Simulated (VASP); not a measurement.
Here is a VASP 6.6.1 calculation.

INCAR

```
SYSTEM = CaO
PREC = Accurate
ENCUT = 520
EDIFF = 1E-7
ISMEAR = -1
SIGMA = 0.05
LREAL = .False.
LASPH = .True.
NELM = 100
ALGO = Normal
ISIF = 2
LWAVE = .False.
LCHARG = .False.
GGA = PE
NBANDS = 15
```

Contents of KPOINTS:

```
Automatic mesh
0
Gamma
  10 10 10
  0 0 0
```

POSCAR

```
CaO
1.0
    0.0000000000      2.3544897713      2.3544897713
    2.3544897713      0.0000000000      2.3544897713
    2.3544897713      2.3544897713      0.0000000000
Ca O
1 1
Direct
    0.0000000000      0.0000000000      0.0000000000
    0.5000000000      0.5000000000      0.5000000000
```

Potentials or basis: VASP PAW PBE potentials, release 64 (Ca_sv, O).

Run with:

```console
$ cat potpaw_PBE.64/Ca_sv/POTCAR potpaw_PBE.64/O/POTCAR > POTCAR
$ mpirun -np 1 vasp_std > vasp.out
```

Q: Predict the band gap on the k mesh.

A: 3.61 eV (least direct gap 3.97 eV).

Q: Predict the pressure.

A: 10.3 GPa.

Caveat: the cell stands under pressure. A k mesh can miss the band edges.
